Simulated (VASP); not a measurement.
Set up this calculation in VASP 6.6.1, as the native input.

```yaml
Task: single point
Functional: PBEsol
Potentials_or_basis: VASP PAW PBE potentials, release 64 (F)
Cutoff: 600 eV
k_mesh: 21 × 21 × 21
Occupations: fermi-dirac, width 0.08 eV
Spin: no spin polarisation
Dipole_correction: no
Further_INCAR_settings: ALGO = Normal; EDIFF = 1e-06; NBANDS = 10
```

The structure of F lies in POSCAR:

```
F
1.0
    0.0000000000      1.4083379687      1.4083379687
    1.4083379687      0.0000000000      1.4083379687
    1.4083379687      1.4083379687      0.0000000000
F
1
Direct
    0.0000000000      0.0000000000      0.0000000000
```

The input as run:

INCAR

```
ALGO     = Normal         # electronic algorithm
EDIFF    = 1E-6           # SCF threshold, eV
ENCUT    = 600            # plane-wave cutoff, eV
GGA      = PS             # functional
GGA_COMPAT= F            
ISIF     = 2              # what is computed and relaxed
ISMEAR   = -1             # smearing method
LASPH    = T              # aspherical terms in the spheres
LCHARG   = F              # write CHGCAR
LREAL    = F              # projectors in reciprocal space
LWAVE    = F              # write WAVECAR
NBANDS   = 10             # bands
NELM     = 120            # most SCF steps
PREC     = Accurate       # precision mode
SIGMA    = 0.08           # smearing width, eV
```

KPOINTS

```
k-points
0
Gamma
  21 21 21
```

Potentials or basis: VASP PAW PBE potentials, release 64 (F).

Run with:

```sh
$ cat potpaw_PBE.64/F/POTCAR > POTCAR
$ mpirun -np 1 vasp_std > vasp.out
```

Results of the run:

- Pressure: 128.8 GPa
- Band gap on the k mesh: zero (an odd number of electrons rules out a gap without spin polarisation)

Caveat: the cell stands under pressure; the PAW data sets were made with another functional, which shifts forces and pressure a little; an odd number of electrons without spin polarisation forces a metal; a magnetic or distorted state may lie lower.

Run time: 15 s on 1 thread of AMD EPYC 7R13 Processor (Zen 3), on a shared host, peak memory 0.08 GiB.
